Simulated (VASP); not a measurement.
WS2:

```
CELL_PARAMETERS angstrom
1.57900 0.91164 6.16333
-1.57900 0.91164 6.16333
0.00000 -1.82327 6.16333
ATOMIC_POSITIONS crystal
W 0.00000 0.00000 0.00000
S 0.58100 0.58100 0.58100
S 0.75030 0.75030 0.75030
```

| Property | Result |
| --- | --- |
| Program | VASP 6.6.1 |
| Task | relaxation of cell and atoms |
| Functional | RPBE |
| Potentials or basis | VASP PAW PBE potentials, release 64 (W_sv, S) |
| Cutoff | 600 eV |
| k mesh | 10 × 10 × 10 |
| Occupations | fermi-dirac, width 0.05 eV |
| Spin | no spin polarisation |

At the start: pressure 7.3 GPa; volume 17.74 Å³/atom.

Problem. How do energy, volume and symmetry change on relaxing?

Solution. Over 30 steps the energy falls by 61.4 meV/atom and the volume is 23.04 Å³/atom (+29.8 %); space group R3m (No. 160, to 0.1 Å) before and after.

Step by step:
| step | energy change (eV) | largest force (eV/Å) | pressure (GPa) | volume (Å³) |
| --- | --- | --- | --- | --- |
| 1 | 0.0000 | 0.6170 | 7.28 | 53.23 |
| 2 | 0.1155 | 2.0358 | -9.82 | 59.68 |
| 3 | -0.0527 | 0.5565 | 0.12 | 55.43 |
| 4 | -0.0528 | 0.5459 | 0.24 | 55.38 |
| 5 | -0.0698 | 0.3634 | 0.34 | 56.07 |
| 6 | -0.0745 | 0.3433 | 0.44 | 56.65 |
| 7 | -0.0866 | 0.1630 | 0.13 | 57.22 |
| 8 | -0.1082 | 0.4607 | -0.59 | 58.95 |
| 9 | -0.0899 | 1.7074 | -1.24 | 62.44 |
| 10 | -0.1103 | 0.8728 | -0.68 | 60.00 |
| 11 | -0.1177 | 0.8169 | -0.69 | 60.31 |
| 12 | -0.1370 | 0.6458 | -0.69 | 61.21 |
| 13 | -0.1634 | 0.2888 | -0.46 | 63.01 |
| 14 | -0.1750 | 0.4962 | 0.74 | 66.48 |
| 15 | -0.1770 | 0.2861 | 0.44 | 65.56 |
| 16 | -0.1797 | 0.1685 | 0.06 | 66.42 |
| 17 | -0.1808 | 0.2064 | -0.36 | 67.46 |
| 18 | -0.1828 | 0.1581 | 0.12 | 68.11 |
| 19 | -0.1829 | 0.1867 | 0.28 | 68.34 |
| 20 | -0.1839 | 0.0389 | 0.11 | 68.97 |
| 21 | -0.1839 | 0.0440 | 0.12 | 68.99 |
| 22 | -0.1840 | 0.0383 | -0.17 | 69.18 |
| 23 | -0.1840 | 0.0227 | -0.12 | 69.14 |
| 24 | -0.1841 | 0.0163 | -0.02 | 69.11 |
| 25 | -0.1841 | 0.0206 | 0.00 | 69.10 |
| 26 | -0.1841 | 0.0223 | 0.01 | 69.10 |
| 27 | -0.1841 | 0.0261 | 0.03 | 69.09 |
| 28 | -0.1841 | 0.0230 | 0.02 | 69.10 |
| 29 | -0.1841 | 0.0228 | 0.02 | 69.10 |
| 30 | -0.1841 | 0.0097 | 0.02 | 69.12 |

Final structure:
```
CELL_PARAMETERS angstrom
1.60493 0.92660 7.74629
-1.60493 0.92660 7.74629
0.00000 -1.85321 7.74629
ATOMIC_POSITIONS crystal
W 0.99932 0.99932 0.99932
S 0.59833 0.59833 0.59833
S 0.73365 0.73365 0.73365
```

Caveat: the volume moved by over 15 % at a fixed basis, so the end points are rough; the PAW data sets were made with another functional, which shifts forces and pressure a little.
